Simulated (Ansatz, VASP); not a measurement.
# Two plane-wave programs on F

Contents of INCAR:

```
ALGO = Normal
EDIFF = 1E-6
ENCUT = 520
GGA = PS
ISIF = 2
ISMEAR = 0
LASPH = T
LCHARG = T
LELF = T
LREAL = F
LVHAR = T
LWAVE = F
NBANDS = 10
NELM = 80
PREC = Accurate
SIGMA = 0.1
```

KPOINTS

```
k-points
0
Gamma
  12 12 12
```

POSCAR

```
F
1.0
   -0.9604849425      0.9604849425      2.4506484104
    0.9604849425     -0.9604849425      2.4506484104
    0.9604849425      0.9604849425     -2.4506484104
F
1
Direct
    0.0000000000      0.0000000000      0.0000000000
```

Input for Ansatz:

```yaml
crystal:
  lattice:
    - [-0.9604849425, 0.9604849425, 2.4506484104]
    - [0.9604849425, -0.9604849425, 2.4506484104]
    - [0.9604849425, 0.9604849425, -2.4506484104]
  atoms:
    - { symbol: F, position: [0.0, 0.0, 0.0] }
basis:
  ecutwfc: 420
kpoints:
  mp_grid: { grid: [12, 12, 12] }
hamiltonian:
  xc: pbesol
scf:
  occupations: { method: gaussian, width: 0.1 }
output:
  forces: true
  stress: true
  eigenvalues: true
```

Alike in both runs: task single point; functional PBEsol; k mesh 12 × 12 × 12; occupations gaussian, width 0.1 eV; no spin polarisation.

```csv
,VASP,Ansatz
version,VASP 6.6.1,Ansatz 0.2.0
potentials or method,"VASP PAW PBE potentials, release 64 (F), cutoff 520 eV","scalar-relativistic, plane waves, PAW"
valence electrons in the cell,7,7
```

```csv
,VASP,Ansatz,Ansatz less VASP
gap on the k mesh at the Fermi level (eV),none,none,-
pressure (GPa),7.3,8.0,+0.69
"traceless stress, the component that is largest in VASP (GPa)",0.95,1.25,+0.296
```

VASP's potentials were made for PBE, not for PBEsol. A gap of «none» marks a metal or a gap that the smearing closes.

The k mesh is coarse, so the values compare programs but aren't converged.
